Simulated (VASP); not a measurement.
# Al2Cu (I4/mcm) in VASP: a series of runs

Runs on Al2Cu. Level: PBEsol. Tasks: single point.

Program: VASP 6.6.1. These are calculated values, not measurements. Logs are shortened: lines on timing, memory, paths and dates and some standing lists are left out, and cuts for length are marked.

## (1) The cell of the first run

Symmetry: I4/mcm, No. 140, tetragonal system. Conventional cell: a = 5.753 Å, b = 5.753 Å, c = 4.635 Å, α = 90.00°, β = 90.00°, γ = 90.00°. Within 3.2 Å of Al (site symmetry m2m) lie 4 Cu at 2.45 Å and 11 Al at 2.59 to 3.06 Å. Cu (site symmetry 422) has 2 Cu at 2.32 Å and 8 Al at 2.45 Å within 3.1 Å.

## (2) Single point, PBEsol

INCAR reads:

```
  PREC = Accurate
  ENCUT = 520
  EDIFF = 1E-7
  ISMEAR = 0
  SIGMA = 0.15
  LREAL = F
  LASPH = T
  NELM = 60
  ALGO = Fast
  ISIF = 2
  LWAVE = F
  LCHARG = F
  GGA = PS
  NBANDS = 26
```

KPOINTS reads:

```
Automatic mesh
0
Gamma
  10 10 10
```

POSCAR reads:

```
Al2Cu
1.0
   -2.8766500000      2.8766500000      2.3172500000
    2.8766500000     -2.8766500000      2.3172500000
    2.8766500000      2.8766500000     -2.3172500000
Al Cu
4 2
Direct
    0.1593210787      0.6593210787      0.8186421574
    0.6593210787      0.8406789213      0.5000000000
    0.8406789213      0.3406789213      0.1813578426
    0.3406789213      0.1593210787      0.5000000000
    0.7500000000      0.7500000000      0.0000000000
    0.2500000000      0.2500000000      0.0000000000
```

Potentials or basis: VASP PAW PBE potentials, release 64 (Al, Cu).

Run with:

```sh
> cat potpaw_PBE.64/Al/POTCAR potpaw_PBE.64/Cu/POTCAR > POTCAR
> mpirun -np 1 vasp_std > vasp.out
```

OUTCAR:

```text
PREC = Accurate
   ENCUT = 520
   EDIFF = 1E-7
   ISMEAR = 0
   LREAL = F
   LASPH = T
   NELM = 60
   ISIF = 2
   GGA = PS

 ion  position               nearest neighbor table
   1  0.159  0.659  0.819-   5 2.45   6 2.45   5 2.45   6 2.45   3 2.59   3 2.75   3 2.75   4 2.95
                             2 2.95   2 2.95   4 2.95   4 3.06   2 3.06   2 3.06   4 3.06
   2  0.659  0.841  0.500-   6 2.45   6 2.45   5 2.45   5 2.45   4 2.59   4 2.75   4 2.75   3 2.95
                             1 2.95   1 2.95   3 2.95   1 3.06   3 3.06   1 3.06   3 3.06
   3  0.841  0.341  0.181-   5 2.45   6 2.45   5 2.45   6 2.45   1 2.59   1 2.75   1 2.75   2 2.95
                             4 2.95   4 2.95   2 2.95   4 3.06   2 3.06   4 3.06   2 3.06
   4  0.341  0.159  0.500-   5 2.45   5 2.45   6 2.45   6 2.45   2 2.59   2 2.75   2 2.75   3 2.95
                             1 2.95   1 2.95   3 2.95   1 3.06   3 3.06   3 3.06   1 3.06
   5  0.750  0.750  0.000-   6 2.32   6 2.32   4 2.45   4 2.45   2 2.45   2 2.45   1 2.45   3 2.45
                             3 2.45   1 2.45
   6  0.250  0.250  0.000-   5 2.32   5 2.32   2 2.45   2 2.45   4 2.45   4 2.45   3 2.45   1 2.45
                             1 2.45   3 2.45

  LATTYP: Found a body centered tetragonal cell.
 ALAT       =     5.7533000000
 C/A-ratio  =     0.8055376914

  Lattice vectors:

 A1 = (  -2.8766500000,   2.8766500000,   2.3172500000)
 A2 = (   2.8766500000,  -2.8766500000,   2.3172500000)
 A3 = (   2.8766500000,   2.8766500000,  -2.3172500000)

Analysis of symmetry for initial positions (statically):
=====================================================================
 Subroutine PRICEL returns:
 Original cell was already a primitive cell.

 Routine SETGRP: Setting up the symmetry group for a
 body centered tetragonal supercell.

 Subroutine GETGRP returns: Found 16 space group operations
 (whereof  8 operations were pure point group operations)
 out of a pool of 16 trial point group operations.

The static configuration has the point symmetry C_4h.
 The point group associated with its full space group is D_4h.

Analysis of symmetry for dynamics (positions and initial velocities):
=====================================================================
 Subroutine PRICEL returns:
 Original cell was already a primitive cell.

 Routine SETGRP: Setting up the symmetry group for a
 body centered tetragonal supercell.

 Subroutine GETGRP returns: Found 16 space group operations
 (whereof  8 operations were pure point group operations)
 out of a pool of 16 trial point group operations.

The dynamic configuration has the point symmetry C_4h.
 The point group associated with its full space group is D_4h.

 Subroutine INISYM returns: Found 16 space group operations
 (whereof  8 operations are pure point group operations),
 and found     1 'primitive' translations

----------------------------------------------------------------------------------------

                                     Primitive cell

  volume of cell :      76.7020

  direct lattice vectors                    reciprocal lattice vectors
    -2.876650000  2.876650000  2.317250000     0.000000000  0.173813290  0.215773007
     2.876650000 -2.876650000  2.317250000     0.173813290  0.000000000  0.215773007
     2.876650000  2.876650000 -2.317250000     0.173813290  0.173813290  0.000000000

  length of vectors
     4.681866936  4.681866936  4.681866936     0.277072283  0.277072283  0.245809112

  position of ions in fractional coordinates (direct lattice)
     0.159321079  0.659321079  0.818642157
     0.659321079  0.840678921  0.500000000
     0.840678921  0.340678921  0.181357843
     0.340678921  0.159321079  0.500000000
     0.750000000  0.750000000  0.000000000
     0.250000000  0.250000000  0.000000000

  ion indices of the primitive-cell ions
   primitive index   ion index
                 1           1
                 2           2
                 3           3
                 4           4
                 5           5
                 6           6

----------------------------------------------------------------------------------------

 KPOINTS: Automatic mesh

Automatic generation of k-mesh.
 Grid dimensions read from file:
 generate k-points for:   10   10   10

 Generating k-lattice:

  Cartesian coordinates                     Fractional coordinates (reciprocal lattice)
     0.000000000  0.017381329  0.021577301     0.100000000  0.000000000  0.000000000
     0.017381329  0.000000000  0.021577301     0.000000000  0.100000000  0.000000000
     0.017381329  0.017381329  0.000000000     0.000000000  0.000000000  0.100000000

  Length of vectors
     0.027707228  0.027707228  0.024580911

  Shift w.r.t. Gamma in fractional coordinates (k-lattice)
     0.000000000  0.000000000  0.000000000

 Subroutine IBZKPT returns following result:
 ===========================================

 Found    102 irreducible k-points:

 Following reciprocal coordinates:
            Coordinates               Weight
  0.000000  0.000000  0.000000      1.000000
  0.100000  0.000000  0.000000      8.000000
  0.200000  0.000000  0.000000      8.000000
  0.300000  0.000000  0.000000      8.000000
  0.400000  0.000000  0.000000      8.000000
  0.500000 -0.000000  0.000000      4.000000
[... 16 lines left out ...]
  0.300000  0.300000  0.000000      8.000000
  0.400000  0.300000 -0.000000     16.000000
 [... further k-points ...]
   k-points           NKPTS =    102   k-points in BZ     NKDIM =    102   number of bands    NBANDS=     26
   number of dos      NEDOS =    301   number of ions     NIONS =      6
   total plane-waves  NPLWV =  46656
   dimension x,y,z NGX =    36 NGY =   36 NGZ =   36
   dimension x,y,z NGXF=    72 NGYF=   72 NGZF=   72
   ions per type =               4   2
   NGX,Y,Z   is equivalent  to a cutoff of  12.78, 12.78, 12.78 a.u.
   NGXF,Y,Z  is equivalent  to a cutoff of  25.57, 25.57, 25.57 a.u.
 SYSTEM =  unknown system
   PREC   = accura    normal or accurate (medium, high low for compatibility)
   ISTART =      0    job   : 0-new  1-cont  2-samecut
   ICHARG =      2    charge: 1-file 2-atom 10-const
   ISPIN  =      1    spin polarized calculation?
   LNONCOLLINEAR =      F non collinear calculations
   LSORBIT =      F    spin-orbit coupling
   LASPH  =      T    aspherical Exc in radial PAW
   ENCUT  =  520.0 eV  38.22 Ry    6.18 a.u.   8.71  8.71  8.71*2*pi/ulx,y,z
   NELM   =     60;   NELMIN=  2; NELMDL= -5     # of ELM steps
   EDIFF  = 0.1E-06   stopping-criterion for ELM
   LREAL  =      F    real-space projection
   EDIFFG = 0.1E-05   stopping-criterion for IOM
   NSW    =      0    number of steps for IOM
   IBRION =     -1    ionic relax: 0-MD 1-quasi-New 2-CG
   NFREE  =      0    steps in history (QN), initial steepest desc. (CG)
   ISIF   =      2    stress and relaxation
   ISYM   =      2    0-nonsym 1-usesym 2-fastsym
   POTIM  = 0.5000    time-step for ionic-motion
   TEBEG  =    0.0;   TEEND  =   0.0 temperature during run
   PSTRESS=    0.0 pullay stress
   NELECT =      34.0000    total number of electrons
   NUPDOWN=      -1.0000    fix difference up-down
   EMIN   =  10.00;   EMAX   =-10.00  energy-range for DOS
   EFERMI =   0.00;   METHOD = LEGACY
   ISMEAR =     0;   SIGMA  =   0.15  broadening in eV -4-tet -1-fermi 0-gaus
   EFERMI_NEDOS =   21; number of points for ismear=-14 and -15
   IALGO  =     68    algorithm
   IMIX   =      4    mixing-type and parameters
     AMIX     =   0.40;   BMIX     =  1.00
     AMIX_MAG =   1.60;   BMIX_MAG =  1.00
  volume/ion in A,a.u.               =      12.78        86.27
  Fermi-wavevector in a.u.,A,eV,Ry     =   1.248242  2.358836 21.199351  1.558108
  Thomas-Fermi vector in A             =   2.382338
   LORBIT       =      0    0 simple, 1 ext, 2 COOP (PROOUT), +10 PAW based schemes
   GGA     = PS    functional components
   LHFCALC =     F    Hartree Fock is set to
   AEXX    =    0.0000 exact exchange contribution
   IVDW    =     0    specifies the selected vdW correction
   LEPSILON=     F    determine dielectric tensor
   LRPA    =     F    only Hartree local field effects (RPA)
 non-spin polarized calculation
 RMM-DIIS sequential band-by-band and
 Gauss-broadening in eV      SIGMA  =   0.15
  energy-cutoff  :      520.00
  volume of cell :       76.70
 maximum number of plane-waves:      2083
   NGX = 17   NGY = 17   NGZ = 17

 number of electron      33.9999970 magnetization

 Free energy of the ion-electron system (eV)
  ---------------------------------------------------
  ext. energy  EPLUGINS =         0.00000000
  ---------------------------------------------------
  free energy    TOTEN  =       -25.51235214 eV

  energy without entropy =      -25.49397038  energy(sigma->0) =      -25.50316126

 E-fermi :   9.7196     XC(G=0): -11.6142

 val. band max:        9.7069396537   @ k =   0.3000   0.2000   0.2000
 cond. band min:       9.7233806078   @ k =  -0.4000   0.1000  -0.0000
 fundamental gap:      0.0164409541
 Fermi energy:         9.7196005942

 k-point     1 :       0.0000    0.0000    0.0000
  band No.  band energies     occupation
      1      -2.2017      2.00000
      2       3.5957      2.00000
      3       3.7372      2.00000
      4       3.7372      2.00000
      5       3.7403      2.00000
      6       4.8248      2.00000
[... 18 lines left out ...]
     25      15.5760      0.00000
     26      16.2346      0.00000

 k-point     2 :       0.1000    0.0000    0.0000
  band No.  band energies     occupation
      1      -2.0857      2.00000
      2       3.5919      2.00000
      3       3.7200      2.00000
      4       3.7364      2.00000
      5       3.7749      2.00000
      6       4.8065      2.00000
[... 18 lines left out ...]
     25      15.7130      0.00000
[... 608 lines left out ...]
     25      16.6152      0.00000
     26      17.6275      0.00000

 k-point    24 :       0.4000    0.3000   -0.0000
  band No.  band energies     occupation
      1       0.3923      2.00000
      2       1.2431      2.00000
      3       2.0832      2.00000
      4       3.6910      2.00000
      5       4.1935      2.00000
      6       4.3570      2.00000
[... 18 lines left out ...]
     25      17.4101      0.00000
     26      17.4829      0.00000

 [... further k-points ...]

------------------------ aborting loop because EDIFF is reached ----------------------------------------

  FORCE on cell =-STRESS in cart. coord.  units (eV):
  Direction    XX          YY          ZZ          XY          YZ          ZX
  --------------------------------------------------------------------------------------
  -------------------------------------------------------------------------------------
  Total        8.5380215      8.5380215      8.6433222      0.0000000      0.0000000      0.0000000
  in kB      178.3449827    178.3449827    180.5445376      0.0000000      0.0000000      0.0000000
  external PRESSURE =     179.0781676 kB  Pullay stress =       0.0000000 kB

 VOLUME and BASIS-vectors are now :
 -----------------------------------------------------------------------------
  energy-cutoff  :      520.00
  volume of cell :       76.70
      direct lattice vectors                 reciprocal lattice vectors
    -2.876650000  2.876650000  2.317250000     0.000000000  0.173813290  0.215773007
     2.876650000 -2.876650000  2.317250000     0.173813290  0.000000000  0.215773007
     2.876650000  2.876650000 -2.317250000     0.173813290  0.173813290  0.000000000

 POSITION                                       TOTAL-FORCE (eV/Angst)
 -----------------------------------------------------------------------------------
      3.79327      0.91662      0.00000        -0.085884     -0.085884     -0.000000
      1.96003      0.91662      2.31725         0.085884     -0.085884     -0.000000
     -0.91662      1.96003      2.31725         0.085884      0.085884      0.000000
      0.91662      1.96003      0.00000        -0.085884      0.085884      0.000000
      0.00000      0.00000      3.47588        -0.000000      0.000000      0.000000
      0.00000      0.00000      1.15863        -0.000000      0.000000      0.000000
 -----------------------------------------------------------------------------------
    total drift:                                0.000000      0.000000      0.000000

  FREE ENERGIE OF THE ION-ELECTRON SYSTEM (eV)
  ---------------------------------------------------
  free  energy   TOTEN  =       -25.5123521417 eV

  energy  without entropy=      -25.4939703844  energy(sigma->0) =      -25.50316126
```

Run time: 2.2 min. Hardware: 1 thread of Intel Xeon 6975P-C (Granite Rapids), shared host; peak memory 0.32 GiB.

What came out:

| Item | Value |
| --- | --- |
| Free energy | -25.5124 eV |
| Pressure | 17.9 GPa |
| Largest force | 0.121 eV/Å |
| Band gap on the k mesh | zero (band 17 reaches 12.52 eV, above the bottom of band 18 at 7.73 eV) |

Forces in eV/Å, atoms in the order of the input:
```
Al  -0.086 -0.086  0.000
Al   0.086 -0.086  0.000
Al   0.086  0.086  0.000
Al  -0.086  0.086  0.000
Cu   0.000  0.000  0.000
Cu   0.000  0.000  0.000
```

Caveat: the PAW data sets were made with another functional, which shifts forces and pressure a little.

## (3) Single point, PBEsol

This run uses another cell than the first one, of 12.91 Å³/atom, 1.010 times its volume.

INCAR reads:

```
PREC     = Accurate       # precision mode
ENCUT    = 520            # plane-wave cutoff, eV
EDIFF    = 1E-7           # SCF threshold, eV
ISMEAR   = 0              # smearing method
SIGMA    = 0.15           # smearing width, eV
LREAL    = F              # projectors in reciprocal space
LASPH    = T              # aspherical terms in the spheres
NELM     = 100            # most SCF steps
ALGO     = Fast           # electronic algorithm
ISIF     = 2              # what is computed and relaxed
LWAVE    = F              # write WAVECAR
LCHARG   = F              # write CHGCAR
GGA      = PS             # functional
NBANDS   = 26             # bands
```

KPOINTS is that of step 2.

POSCAR, as its differences from that of step 2:

```diff
@@ -2,5 +2,5 @@
 1.0
-   -2.8766500000      2.8766500000      2.3172500000
-    2.8766500000     -2.8766500000      2.3172500000
-    2.8766500000      2.8766500000     -2.3172500000
+   -2.8467000000      2.8467000000      2.3896500000
+    2.8467000000     -2.8467000000      2.3896500000
+    2.8467000000      2.8467000000     -2.3896500000
 Al Cu
```

Potentials or basis: VASP PAW PBE potentials, release 64 (Al, Cu).

Run with:

```sh
> cat potpaw_PBE.64/Al/POTCAR potpaw_PBE.64/Cu/POTCAR > POTCAR
> mpirun -np 1 vasp_std > vasp.out
```

Wall time 2 min (1 thread of Intel Xeon 6975P-C (Granite Rapids), shared host); peak memory 0.32 GiB.

Results (log left out):

```yaml
Free_energy: -25.5424 eV
Pressure: 16.3 GPa
Largest_force: 0.070 eV/Å
Band_gap_on_the_k_mesh: zero (band 17 reaches 12.16 eV, above the bottom of band 18 at 7.84 eV)
```

Forces on the atoms (eV/Å):
```
Al   0.049  0.049  0.000
Al  -0.049  0.049  0.000
Al  -0.049 -0.049  0.000
Al   0.049 -0.049  0.000
Cu   0.000  0.000  0.000
Cu   0.000  0.000  0.000
```

Stress tensor (GPa, compression positive):
```
18.87  0.00  0.00
 0.00 18.87  0.00
 0.00  0.00 11.15
```

Levels at points of the mesh, in eV from the Fermi level:
```csv
k point,band 15,band 16,band 17,band 18,band 19,band 20
"(0.00, 0.00, 0.00)",-1.90,-1.60,-1.60,-1.08,-0.09,0.23
"(0.50, 0.00, 0.00)",-2.82,-2.82,0.40,0.40,4.08,4.08
"(0.50, 0.50, 0.00)",-1.49,-1.48,-0.93,-0.68,1.22,1.81
"(0.50, 0.50, 0.50)",-3.66,-2.14,2.60,2.94,2.94,3.76
```

Caveat: the PAW data sets were made with another functional, which shifts forces and pressure a little.

[end of part 1 of 2]
